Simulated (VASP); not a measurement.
Set up this calculation in VASP 6.6.1, as the native input.

```yaml
Task: single point
Functional: PBE
Potentials_or_basis: VASP PAW PBE potentials, release 64 (Hg, Te)
Cutoff: 520 eV
k_mesh: 6 × 6 × 6
Occupations: gaussian, width 0.05 eV
Spin: no spin polarisation
Dipole_correction: no
Further_INCAR_settings: ALGO = Normal; EDIFF = 1e-07; NBANDS = 16
```

The structure of HgTe lies in POSCAR:

```
HgTe
1.0
    0.0000000000      3.3259388563      3.3259388563
    3.3259388563      0.0000000000      3.3259388563
    3.3259388563      3.3259388563      0.0000000000
Hg Te
1 1
Direct
    0.0000000000      0.0000000000      0.0000000000
    0.2500000000      0.2500000000      0.2500000000
```

These files were run (other wordings do the same):

INCAR

```
ALGO = Normal ; EDIFF = 1E-7
ENCUT = 520 ; GGA = PE
ISIF = 2 ; ISMEAR = 0
LASPH = T ; LCHARG = F
LREAL = F ; LWAVE = F
NBANDS = 16 ; NELM = 100
PREC = Accurate ; SIGMA = 0.05
```

KPOINTS

```
k-points
0
Gamma
  6 6 6
```

Potentials or basis: VASP PAW PBE potentials, release 64 (Hg, Te).

Run with:

```console
$ cat potpaw_PBE.64/Hg/POTCAR potpaw_PBE.64/Te/POTCAR > POTCAR
$ mpirun -np 1 vasp_std > vasp.out
```

It gave:

The pressure is 0.1 GPa and the band gap on the k mesh is zero (filled and empty bands touch).

Caveat: semilocal functionals underestimate gaps, so a narrow gap can read as zero; spin-orbit coupling is left out, which moves the levels of the heavy elements.

It took 9.9 s on 1 thread of Intel(R) Xeon(R) 6975P-C (Granite Rapids), with other jobs on the host, peak memory 0.21 GiB.
